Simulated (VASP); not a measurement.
K3Cd3P2, 8 atoms in the cell. It takes space group R-3m (No. 166, trigonal). Conventional cell: a = 6.059 Å, b = 6.059 Å, c = 21.112 Å, α = 90.00°, β = 90.00°, γ = 120.00°. P (site symmetry 3m) has 3 Cd at 2.38 Å within 3.1 Å. Within 3.1 Å of Cd (site symmetry 2/m) lie 2 P at 2.38 Å and 4 Cd at 3.03 Å. K (site symmetry -3m) has 6 K at 3.83 Å and 6 Cd at 3.93 Å and 8 P at 3.98 to 5.14 Å within 5.2 Å. K (site symmetry 3m) has 4 P at 3.46 to 3.51 Å and 6 Cd at 3.60 Å and 7 K at 3.83 to 4.70 Å within 4.7 Å. 

| Item | Value |
| --- | --- |
| Program | VASP 6.6.1 |
| Task | single point |
| Functional | LDA |
| Potentials or basis | VASP PAW LDA potentials, release 64 (P, Cd, K_sv) |
| Cutoff | 520 eV |
| k mesh | 7 × 7 × 7 |
| Occupations | fermi-dirac, width 0.1 eV |
| Spin | no spin polarisation |
| Dipole correction | no |
| Further INCAR settings | ALGO = Normal; EDIFF = 1e-06; NBANDS = 46 |

Potentials or basis: VASP PAW LDA potentials, release 64 (P, Cd, K_sv).

Launch:

```console
$ cat potpaw_LDA.64/P/POTCAR potpaw_LDA.64/Cd/POTCAR potpaw_LDA.64/K_sv/POTCAR > POTCAR
$ mpirun -np 1 vasp_std > vasp.out
```

Hardware: 1 thread of Intel(R) Xeon(R) Platinum 8259CL CPU @ 2.50GHz (Skylake/Cascade Lake), on a shared host.

Problem. How long does it take, and how much memory?

Solution. It took 6.8 min on 1 thread of Intel(R) Xeon(R) Platinum 8259CL CPU @ 2.50GHz (Skylake/Cascade Lake), on a shared host, peak memory 0.54 GiB. Counts: scf iterations 13, k points 44.
